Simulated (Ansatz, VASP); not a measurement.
# WSe2: VASP beside Ansatz

The input INCAR:

```
SYSTEM = WSe2
ALGO = Normal
DIPOL = 0.5 0.5 0.500
EDIFF = 1E-6
EDIFFG = -0.002
ENCUT = 520
GGA = PS
IBRION = 2
IDIPOL = 3
ISIF = 2
ISMEAR = 0
LASPH = .True.
LCHARG = .False.
LDIPOL = .True.
LREAL = .False.
LWAVE = .False.
NELM = 80
NSW = 100
PREC = Accurate
SIGMA = 0.02
```

The input KPOINTS:

```
k-points
0
Gamma
  12 12 1
  0 0 0
```

Contents of POSCAR:

```
WSe2
1.0
    3.2820000000      0.0000000000      0.0000000000
   -1.6410000000      2.8422953752      0.0000000000
    0.0000000000      0.0000000000     21.3410000000
Se W
2 1
Direct
    0.6666666667      0.3333333333      0.4217234431
    0.6666666667      0.3333333333      0.5782765569
    0.3333333333      0.6666666667      0.5000000000
```

Input for Ansatz:

```yaml
crystal:
  lattice:
    - [3.282, 0.0, 0.0]
    - [-1.641, 2.8422953752, 0.0]
    - [0.0, 0.0, 21.341]
  atoms:
    - { symbol: Se, position: [0.6666666667, 0.3333333333, 0.4217234431] }
    - { symbol: W, position: [0.3333333333, 0.6666666667, 0.5] }
    - { symbol: Se, position: [0.6666666667, 0.3333333333, 0.5782765569] }
  periodic: [true, true, false]
scf:
  occupations: { method: gaussian, width: 0.02 }
  n_extra_bands: 6
output:
  forces: true
  stress: false
  write_density: true
  write_potential: true
  elf: true
  volumetric_format: npy
kpoints:
  mp_grid: { grid: [12, 12, 1] }
hamiltonian:
  xc: pbesol
relax:
  f_tol: 0.002
  max_steps: 100
```

Alike in both runs: task relaxation of the atoms; functional PBEsol; k mesh 12 × 12 × 1; occupations gaussian, width 0.02 eV; no spin polarisation.

|  | VASP | Ansatz |
| --- | --- | --- |
| version | VASP 6.6.1 | Ansatz 0.2.0 |
| potentials or method | VASP PAW PBE potentials, release 64 (Se, W_sv) | scalar-relativistic, plane waves, PAW |
| plane-wave cutoff (eV) | 520 | 420 |
| valence electrons in the cell | 26 | 46 |

```tsv
	VASP	Ansatz	Ansatz less VASP
gap on the k mesh at the Fermi level, each at its own relaxed structure (eV)	1.65	1.64	-0.004
```

VASP's potentials were made for PBE, not for PBEsol. VASP's potentials hold 26 valence electrons a cell and Ansatz's 46, so a difference there can come from the potentials and not from the codes. Ansatz's warnings: slab cell height set.

Neither program's run includes spin-orbit coupling.
